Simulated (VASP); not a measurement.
# Be (Pm-3m) in VASP: a series of runs

The runs below take Be through single point, with r2SCAN, r2SCAN0.

All numbers are computed with VASP 6.6.1; they aren't measurements. Logs are shortened: lines on timing, memory, paths and dates and some standing lists are left out, and cuts for length are marked.

## Step 1: The cell of the first run

It takes space group Pm-3m (No. 221, cubic). Conventional cell: a = 2.171 Å, b = 2.171 Å, c = 2.171 Å, α = 90.00°, β = 90.00°, γ = 90.00°. Be (site symmetry m-3m) has 6 Be at 2.17 Å within 2.9 Å.

## Step 2: Single point, r2SCAN

The input, POSCAR:

```
Be
1.0
    2.1712654020      0.0000000000      0.0000000000
    0.0000000000      2.1712654020      0.0000000000
    0.0000000000      0.0000000000      2.1712654020
Be
1
Direct
    0.0000000000      0.0000000000      0.0000000000
```

The input, INCAR.step1:

```
  PREC = Accurate
  ENCUT = 520
  ISMEAR = -1
  SIGMA = 0.1
  LREAL = False
  LASPH = True
  NELM = 80
  NBANDS = 7
  GGA = PE
  ALGO = Normal
  EDIFF = 1E-4
  LWAVE = True
  LCHARG = False
```

The input, INCAR.step2:

```
  PREC = Accurate
  ENCUT = 520
  EDIFF = 1E-6
  ISMEAR = -1
  SIGMA = 0.1
  LREAL = False
  LASPH = True
  NELM = 80
  ALGO = Normal
  ISIF = 2
  LWAVE = False
  LCHARG = True
  METAGGA = R2SCAN
  LMIXTAU = True
  LELF = True
  LVHAR = True
  NBANDS = 7
  ISTART = 1
```

The input, KPOINTS:

```
regular mesh
0
Gamma
  7 7 7
```

Potentials or basis: VASP PAW PBE potentials, release 64 (Be).

Run with:

```bash
$ cat potpaw_PBE.64/Be/POTCAR > POTCAR
$ cp INCAR.step1 INCAR
$ mpirun -np 1 vasp_std > vasp.out
$ cp INCAR.step2 INCAR
$ mpirun -np 1 vasp_std > vasp.out
```

OUTCAR:

```text
PREC = Accurate
   ENCUT = 520
   EDIFF = 1E-6
   ISMEAR = -1
   LREAL = False
   LASPH = True
   NELM = 80
   ISIF = 2
   METAGGA = R2SCAN
   ISTART = 1

 ion  position               nearest neighbor table
   1  0.000  0.000  0.000-

  LATTYP: Found a simple cubic cell.
 ALAT       =     2.1712654020

  Lattice vectors:

 A1 = (   2.1712654020,   0.0000000000,   0.0000000000)
 A2 = (   0.0000000000,   2.1712654020,   0.0000000000)
 A3 = (   0.0000000000,   0.0000000000,   2.1712654020)

Analysis of symmetry for initial positions (statically):
=====================================================================
 Subroutine PRICEL returns:
 Original cell was already a primitive cell.

 Routine SETGRP: Setting up the symmetry group for a
 simple cubic supercell.

 Subroutine GETGRP returns: Found 48 space group operations
 (whereof 48 operations were pure point group operations)
 out of a pool of 48 trial point group operations.

The static configuration has the point symmetry O_h .

Analysis of symmetry for dynamics (positions and initial velocities):
=====================================================================
 Subroutine PRICEL returns:
 Original cell was already a primitive cell.

 Routine SETGRP: Setting up the symmetry group for a
 simple cubic supercell.

 Subroutine GETGRP returns: Found 48 space group operations
 (whereof 48 operations were pure point group operations)
 out of a pool of 48 trial point group operations.

The dynamic configuration has the point symmetry O_h .

 Subroutine INISYM returns: Found 48 space group operations
 (whereof 48 operations are pure point group operations),
 and found     1 'primitive' translations

----------------------------------------------------------------------------------------

                                     Primitive cell

  volume of cell :      10.2362

  direct lattice vectors                    reciprocal lattice vectors
     2.171265402  0.000000000  0.000000000     0.460560924  0.000000000  0.000000000
     0.000000000  2.171265402  0.000000000     0.000000000  0.460560924  0.000000000
     0.000000000  0.000000000  2.171265402     0.000000000  0.000000000  0.460560924

  length of vectors
     2.171265402  2.171265402  2.171265402     0.460560924  0.460560924  0.460560924

  position of ions in fractional coordinates (direct lattice)
     0.000000000  0.000000000  0.000000000

  ion indices of the primitive-cell ions
   primitive index   ion index
                 1           1

----------------------------------------------------------------------------------------

 KPOINTS: regular mesh

Automatic generation of k-mesh.
 Grid dimensions read from file:
 generate k-points for:    7    7    7

 Generating k-lattice:

  Cartesian coordinates                     Fractional coordinates (reciprocal lattice)
     0.065794418  0.000000000  0.000000000     0.142857143  0.000000000  0.000000000
     0.000000000  0.065794418  0.000000000     0.000000000  0.142857143  0.000000000
     0.000000000  0.000000000  0.065794418     0.000000000  0.000000000  0.142857143

  Length of vectors
     0.065794418  0.065794418  0.065794418

  Shift w.r.t. Gamma in fractional coordinates (k-lattice)
     0.000000000  0.000000000  0.000000000

 Subroutine IBZKPT returns following result:
 ===========================================

 Found     20 irreducible k-points:

 Following reciprocal coordinates:
            Coordinates               Weight
  0.000000  0.000000  0.000000      1.000000
  0.142857  0.000000  0.000000      6.000000
  0.285714  0.000000  0.000000      6.000000
  0.428571  0.000000  0.000000      6.000000
  0.142857  0.142857  0.000000     12.000000
  0.285714  0.142857  0.000000     24.000000
[... 12 lines left out ...]
  0.428571  0.428571  0.285714     24.000000
  0.428571  0.428571  0.428571      8.000000
   k-points           NKPTS =     20   k-points in BZ     NKDIM =     20   number of bands    NBANDS=      7
   number of dos      NEDOS =    301   number of ions     NIONS =      1
   total plane-waves  NPLWV =   4096
   dimension x,y,z NGX =    16 NGY =   16 NGZ =   16
   dimension x,y,z NGXF=    32 NGYF=   32 NGZF=   32
   ions per type =               1
   NGX,Y,Z   is equivalent  to a cutoff of  12.25, 12.25, 12.25 a.u.
   NGXF,Y,Z  is equivalent  to a cutoff of  24.50, 24.50, 24.50 a.u.
 SYSTEM =  unknown system
   PREC   = accura    normal or accurate (medium, high low for compatibility)
   ISTART =      1    job   : 0-new  1-cont  2-samecut
   ICHARG =      0    charge: 1-file 2-atom 10-const
   ISPIN  =      1    spin polarized calculation?
   LNONCOLLINEAR =      F non collinear calculations
   LSORBIT =      F    spin-orbit coupling
   LASPH  =      T    aspherical Exc in radial PAW
   ENCUT  =  520.0 eV  38.22 Ry    6.18 a.u.   4.04  4.04  4.04*2*pi/ulx,y,z
   NELM   =     80;   NELMIN=  2; NELMDL=  0     # of ELM steps
   EDIFF  = 0.1E-05   stopping-criterion for ELM
   LREAL  =      F    real-space projection
   EDIFFG = 0.1E-04   stopping-criterion for IOM
   NSW    =      0    number of steps for IOM
   IBRION =     -1    ionic relax: 0-MD 1-quasi-New 2-CG
   NFREE  =      0    steps in history (QN), initial steepest desc. (CG)
   ISIF   =      2    stress and relaxation
   ISYM   =      2    0-nonsym 1-usesym 2-fastsym
   POTIM  = 0.5000    time-step for ionic-motion
   TEBEG  =    0.0;   TEEND  =   0.0 temperature during run
   PSTRESS=    0.0 pullay stress
   NELECT =       2.0000    total number of electrons
   NUPDOWN=      -1.0000    fix difference up-down
   EMIN   =  10.00;   EMAX   =-10.00  energy-range for DOS
   EFERMI =   0.00;   METHOD = LEGACY
   ISMEAR =    -1;   SIGMA  =   0.10  broadening in eV -4-tet -1-fermi 0-gaus
   EFERMI_NEDOS =   21; number of points for ismear=-14 and -15
   IALGO  =     38    algorithm
   IMIX   =      4    mixing-type and parameters
     AMIX     =   0.40;   BMIX     =  1.00
     AMIX_MAG =   1.60;   BMIX_MAG =  1.00
  volume/ion in A,a.u.               =      10.24        69.08
  Fermi-wavevector in a.u.,A,eV,Ry     =   0.949960  1.795164 12.278220  0.902424
  Thomas-Fermi vector in A             =   2.078292
   LORBIT       =      0    0 simple, 1 ext, 2 COOP (PROOUT), +10 PAW based schemes
   METAGGA = R2SCAN    functional components
   LHFCALC =     F    Hartree Fock is set to
   AEXX    =    0.0000 exact exchange contribution
   IVDW    =     0    specifies the selected vdW correction
   LEPSILON=     F    determine dielectric tensor
   LRPA    =     F    only Hartree local field effects (RPA)
 non-spin polarized calculation
  energy-cutoff  :      520.00
  volume of cell :       10.24
 maximum number of plane-waves:       289
   NGX =  9   NGY =  9   NGZ =  9

 number of electron       2.0000000 magnetization

 Free energy of the ion-electron system (eV)
  ---------------------------------------------------
  ext. energy  EPLUGINS =         0.00000000
  ---------------------------------------------------
  free energy    TOTEN  =        -3.24656437 eV

  energy without entropy =       -3.23124714  energy(sigma->0) =       -3.23890576

 E-fermi :   4.7461     XC(G=0): -10.4322

 val. band max:        4.5428784702   @ k =   0.4286   0.4286   0.1429
 cond. band min:       4.8608191753   @ k =   0.4286   0.1429   0.1429
 fundamental gap:      0.3179407051
 Fermi energy:         4.7461334108

 k-point     1 :       0.0000    0.0000    0.0000
  band No.  band energies     occupation
      1      -5.6477      2.00000
      2      19.6588      0.00000
      3      19.6588      0.00000
      4      19.6588      0.00000
      5      25.1374      0.00000
      6      25.1374      0.00000
      7      34.8220      0.00000

 k-point     2 :       0.1429    0.0000    0.0000
  band No.  band energies     occupation
      1      -5.0979      2.00000
      2      14.6717      0.00000
      3      20.1987      0.00000
      4      20.1987      0.00000
      5      25.7977      0.00000
      6      30.5617      0.00000
      7      34.6725      0.00000

 k-point     3 :       0.2857    0.0000    0.0000
  band No.  band energies     occupation
      1      -3.4713      2.00000
      2       8.7369      0.00000
      3      21.6801      0.00000
      4      21.6801      0.00000
      5      27.7327      0.00000
      6      32.2870      0.00000
      7      39.3877      0.00000

 k-point     4 :       0.4286    0.0000    0.0000
  band No.  band energies     occupation
      1      -0.9831      2.00000
      2       4.0368      1.99834
      3      23.3795      0.00000
      4      23.3795      0.00000
      5      30.5358      0.00000
      6      31.5011      0.00000
      7      35.5936      0.00000

 k-point     5 :       0.1429    0.1429    0.0000
  band No.  band energies     occupation
      1      -4.5445      2.00000
      2      13.9536      0.00000
      3      16.8753      0.00000
      4      20.7335      0.00000
      5      29.0735      0.00000
      6      33.2086      0.00000
      7      33.4580      0.00000

 k-point     6 :       0.2857    0.1429    0.0000
  band No.  band energies     occupation
      1      -2.9065      2.00000
      2       9.0375      0.00000
      3      17.6411      0.00000
      4      22.1974      0.00000
      5      29.4804      0.00000
      6      31.7208      0.00000
      7      38.4711      0.00000

 k-point     7 :       0.4286    0.1429    0.0000
  band No.  band energies     occupation
      1      -0.3805      2.00000
      2       4.4338      1.91570
      3      19.8253      0.00000
      4      23.8644      0.00000
      5      26.0011      0.00000
      6      33.7777      0.00000
      7      36.2149      0.00000

 k-point     8 :       0.2857    0.2857    0.0000
  band No.  band energies     occupation
      1      -1.2386      2.00000
      2       8.7243      0.00000
      3      13.9744      0.00000
      4      23.5997      0.00000
      5      24.0685      0.00000
      6      34.5438      0.00000
      7      40.9347      0.00000

 k-point     9 :       0.4286    0.2857    0.0000
  band No.  band energies     occupation
      1       1.3669      2.00000
      2       5.4810      0.00129
      3      15.1236      0.00000
      4      19.3033      0.00000
      5      25.1576      0.00000
      6      36.1111      0.00000
      7      38.1423      0.00000

 k-point    10 :       0.4286    0.4286    0.0000
  band No.  band energies     occupation
      1       3.9486      1.99931
      2       6.0554      0.00000
      3      12.4332      0.00000
      4      14.3786      0.00000
      5      26.5376      0.00000
      6      38.3691      0.00000
      7      39.7641      0.00000

 k-point    11 :       0.1429    0.1429    0.1429
  band No.  band energies     occupation
      1      -3.9879      2.00000
      2      14.5499      0.00000
      3      14.5499      0.00000
      4      19.7224      0.00000
      5      32.6169      0.00000
      6      33.6638      0.00000
      7      33.6638      0.00000

 k-point    12 :       0.2857    0.1429    0.1429
  band No.  band energies     occupation
      1      -2.3399      2.00000
      2       9.4252      0.00000
      3      16.2365      0.00000
      4      20.7433      0.00000
      5      29.6651      0.00000
      6      32.5160      0.00000
      7      36.4489      0.00000

 k-point    13 :       0.4286    0.1429    0.1429
  band No.  band energies     occupation
      1       0.2201      2.00000
      2       4.8608      0.48213
      3      18.3582      0.00000
      4      22.9284      0.00000
      5      26.1257      0.00000
      6      28.1661      0.00000
      7      38.1418      0.00000

 k-point    14 :       0.2857    0.2857    0.1429
  band No.  band energies     occupation
      1      -0.6666      2.00000
      2       9.3343      0.00000
      3      13.4523      0.00000
      4      20.9267      0.00000
      5      25.7225      0.00000
      6      32.1171      0.00000
      7      34.6062      0.00000

 k-point    15 :       0.4286    0.2857    0.1429
  band No.  band energies     occupation
      1       1.9613      2.00000
      2       5.9981      0.00001
      3      14.7658      0.00000
      4      19.4847      0.00000
      5      24.4929      0.00000
      6      29.0464      0.00000
      7      35.5577      0.00000

 k-point    16 :       0.4286    0.4286    0.1429
  band No.  band energies     occupation
      1       4.5429      1.76834
      2       6.6699      0.00000
      3      12.4299      0.00000
      4      14.6540      0.00000
      5      26.0216      0.00000
      6      31.3109      0.00000
      7      32.0451      0.00000

 k-point    17 :       0.2857    0.2857    0.2857
  band No.  band energies     occupation
      1       1.0195      2.00000
      2      11.0730      0.00000
      3      11.0730      0.00000
      4      19.3502      0.00000
      5      27.5978      0.00000
      6      27.6069      0.00000
      7      27.6069      0.00000

 k-point    18 :       0.4286    0.2857    0.2857
  band No.  band energies     occupation
      1       3.6828      1.99995
      2       7.4119      0.00000
      3      13.3173      0.00000
      4      19.5756      0.00000
      5      22.6857      0.00000
      6      24.6937      0.00000
      7      29.9619      0.00000

 k-point    19 :       0.4286    0.4286    0.2857
  band No.  band energies     occupation
      1       6.2469      0.00000
      2       8.4252      0.00000
      3      11.8495      0.00000
      4      16.2114      0.00000
      5      23.1594      0.00000
      6      24.9148      0.00000
      7      26.9436      0.00000

 k-point    20 :       0.4286    0.4286    0.4286
  band No.  band energies     occupation
      1       8.6701      0.00000
      2      10.7100      0.00000
      3      10.7100      0.00000
      4      18.1898      0.00000
      5      19.9252      0.00000
      6      19.9252      0.00000
      7      25.7097      0.00000

------------------------ aborting loop because EDIFF is reached ----------------------------------------

  FORCE on cell =-STRESS in cart. coord.  units (eV):
  Direction    XX          YY          ZZ          XY          YZ          ZX
  --------------------------------------------------------------------------------------
  -------------------------------------------------------------------------------------
  Total       -0.0106010     -0.0106010     -0.0106010      0.0000000      0.0000000     -0.0000000
  in kB       -1.6592768     -1.6592768     -1.6592768      0.0000000      0.0000000     -0.0000000
  external PRESSURE =      -1.6592768 kB  Pullay stress =       0.0000000 kB

 VOLUME and BASIS-vectors are now :
 -----------------------------------------------------------------------------
  energy-cutoff  :      520.00
  volume of cell :       10.24
      direct lattice vectors                 reciprocal lattice vectors
     2.171265402  0.000000000  0.000000000     0.460560924  0.000000000  0.000000000
     0.000000000  2.171265402  0.000000000     0.000000000  0.460560924  0.000000000
     0.000000000  0.000000000  2.171265402     0.000000000  0.000000000  0.460560924

 POSITION                                       TOTAL-FORCE (eV/Angst)
 -----------------------------------------------------------------------------------
      0.00000      0.00000      0.00000         0.000000      0.000000      0.000000
 -----------------------------------------------------------------------------------
    total drift:                                0.000000     -0.000000     -0.000000

  FREE ENERGIE OF THE ION-ELECTRON SYSTEM (eV)
  ---------------------------------------------------
  free  energy   TOTEN  =        -3.2465643709 eV

  energy  without entropy=       -3.2312471399  energy(sigma->0) =       -3.23890576
```

Wall time 4.8 s (1 thread of AMD EPYC 7R43 (Zen 3), shared host); peak memory 0.07 GiB.

Results:

```yaml
Free_energy: -3.2466 eV
Pressure: -0.2 GPa
Band_gap_on_the_k_mesh: zero (band 1 reaches 8.67 eV, above the bottom of band 2 at 4.04 eV)
```

Levels at points of the mesh, in eV from the Fermi level:
```
           k point  band 1  band 2  band 3  band 4
(0.00, 0.00, 0.00)  -10.39   14.91   14.91   14.91
```

Caveat: the k points lie up to 0.41 Å⁻¹ apart; the PAW data sets were made with another functional, which shifts forces and pressure a little.

## Step 3: Single point, r2SCAN0

POSCAR is that of step 2.

The input, INCAR.step1:

```
ALGO     = Normal         # electronic algorithm
EDIFF    = 1E-5           # SCF threshold, eV
ENCUT    = 520            # plane-wave cutoff, eV
GGA      = PE             # functional
ISIF     = 2              # what is computed and relaxed
ISMEAR   = -1             # smearing method
LASPH    = T              # aspherical terms in the spheres
LCHARG   = F              # write CHGCAR
LREAL    = F              # projectors in reciprocal space
LWAVE    = T              # write WAVECAR
NBANDS   = 7              # bands
NELM     = 60             # most SCF steps
PREC     = Accurate       # precision mode
SIGMA    = 0.1            # smearing width, eV
```

The input, INCAR.step2:

```
AEXX     = 0.25           # exact-exchange fraction
ALGO     = Normal         # electronic algorithm
EDIFF    = 1E-6           # SCF threshold, eV
ENCUT    = 520            # plane-wave cutoff, eV
ISIF     = 2              # what is computed and relaxed
ISMEAR   = -1             # smearing method
ISTART   = 1            
LASPH    = T              # aspherical terms in the spheres
LCHARG   = F              # write CHGCAR
LHFCALC  = T              # exact exchange
LMIXTAU  = T            
LREAL    = F              # projectors in reciprocal space
LWAVE    = F              # write WAVECAR
METAGGA  = R2SCAN         # meta-GGA
NBANDS   = 7              # bands
NELM     = 60             # most SCF steps
PREC     = Accurate       # precision mode
PRECFOCK = Normal       
SIGMA    = 0.1            # smearing width, eV
```

The input, KPOINTS:

```
k-points
0
Gamma
  7 7 7
```

Potentials or basis: VASP PAW PBE potentials, release 64 (Be).

Run with:

```bash
$ cat potpaw_PBE.64/Be/POTCAR > POTCAR
$ cp INCAR.step1 INCAR
$ mpirun -np 1 vasp_std > vasp.out
$ cp INCAR.step2 INCAR
$ mpirun -np 1 vasp_std > vasp.out
```

Wall time 77 s (1 thread of AMD EPYC 7R43 (Zen 3), shared host); peak memory 0.07 GiB.

It converged, with:

```
Free energy            : -3.1399 eV
Pressure               : -0.8 GPa
Band gap on the k mesh : zero (band 1 reaches 10.61 eV, above the bottom of band 2 at 3.56 eV)
```

Levels at points of the mesh, in eV from the Fermi level:
| k point | band 1 | band 2 | band 3 | band 4 |
| --- | --- | --- | --- | --- |
| (0.00, 0.00, 0.00) | -12.18 | 15.77 | 15.77 | 15.77 |

Caveat: the k points lie up to 0.41 Å⁻¹ apart; the PAW data sets were made with another functional, which shifts forces and pressure a little.
